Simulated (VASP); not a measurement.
## AlN: single point with r2SCAN

The system is AlN.

```xyz
4
Lattice="3.2666 0.0000 0.0000 -1.6333 2.8289 0.0000 0.0000 0.0000 5.1025" Properties=species:S:1:pos:R:3 pbc="T T T"
Al    0.0000    1.8859    0.0000
Al    1.6333    0.9430    2.5512
N     0.0000    1.8859    1.9644
N     1.6333    0.9430    4.5157
```

This cell differs from its parent crystal: strain +0.050 along x and y, +0.025 along z.

```
Program                : VASP 6.6.1
Task                   : single point
Functional             : r2SCAN
Potentials or basis    : VASP PAW PBE potentials, release 64 (Al, N)
Cutoff                 : 520 eV
k mesh                 : 12 × 12 × 6
Occupations            : gaussian, width 0.05 eV
Spin                   : no spin polarisation
Dipole correction      : no
Further INCAR settings : ALGO = Normal; EDIFF = 1e-06; NBANDS = 16
```

```yaml
Pressure: -21.3 GPa
Largest_force: 0.063 eV/Å
Band_gap_on_the_k_mesh: 3.69 eV
```

Forces on the atoms (eV/Å):
```
Al   0.000  0.000  0.063
Al   0.000  0.000  0.063
N    0.000  0.000 -0.063
N    0.000  0.000 -0.063
```

Stress tensor (GPa, compression positive):
```
-23.86   0.00   0.00
  0.00 -23.86   0.00
  0.00   0.00 -16.05
```

Levels at points of the mesh, in eV from the valence-band top:
| k point | band 6 | band 7 | band 8 | band 9 | band 10 | band 11 |
| --- | --- | --- | --- | --- | --- | --- |
| (0.00, 0.00, 0.00) | -0.35 | -0.35 | 0.00 | 3.69 | 6.09 | 10.61 |
| (0.50, 0.00, 0.00) | -2.19 | -1.68 | -0.78 | 5.85 | 6.18 | 7.83 |
| (0.00, 0.00, 0.50) | -0.71 | -0.71 | -0.71 | 5.96 | 5.96 | 10.26 |
| (0.50, 0.00, 0.50) | -1.56 | -1.31 | -1.31 | 5.49 | 5.49 | 9.24 |

Wall time 3.2 min on 1 thread of Intel Xeon 8259CL, with other jobs on the host, peak memory 0.19 GiB.

Caveat: the cell differs from its parent crystal (strain +0.050 along x and y, +0.025 along z); the cell stands under tension; the PAW data sets were made with another functional, which shifts forces and pressure a little. A k mesh can miss the band edges.
